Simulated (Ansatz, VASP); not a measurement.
BN: VASP beside Ansatz

```
N B
1.0
     0.00000    3.44808    2.13682
     1.23472    0.00000    2.13682
     1.23472    3.44808    0.00000
N B
1 1
Direct
  0.66665 0.66665 0.33335
  0.00005 0.00005 0.99995
```

Alike in both runs: task single point; functional PBEsol; k mesh 13 × 13 × 13; occupations fermi-dirac, width 0.05 eV; no spin polarisation.

|  | VASP | Ansatz |
| --- | --- | --- |
| version | VASP 6.6.1 | Ansatz 0.2.0 |
| potentials or method | VASP PAW PBE potentials, release 64 (N, B) | Ansatz PAW |
| plane-wave cutoff (eV) | 520 | 420 |
| valence electrons in the cell | 8 | 8 |

Ansatz gave:

```
gap on the k mesh at the Fermi level (eV)                     : 3.82
least direct gap on the mesh (eV)                             : 4.69
pressure (GPa)                                                : 10.8
traceless stress, the component that is largest in VASP (GPa) : -10.35
rms of the force components (eV/Å)                            : 0.007
```

Q: Estimate VASP's values.

A: gap on the k mesh at the Fermi level (eV): 3.81; least direct gap on the mesh (eV): 4.68; pressure (GPa): 11.1; traceless stress, the component that is largest in VASP (GPa): -10.81; rms of the force components (eV/Å): 0.007.

VASP's potentials were made for PBE, not for PBEsol. Atom by atom the forces differ by 0.000 eV/Å (rms over components). With one functional, cell and mesh, what is left measures potentials, basis and numerics.

Noted on Ansatz's run: odd divisions of the mesh miss points on the zone boundary, where band edges often lie, so the gap on the mesh can be too wide.
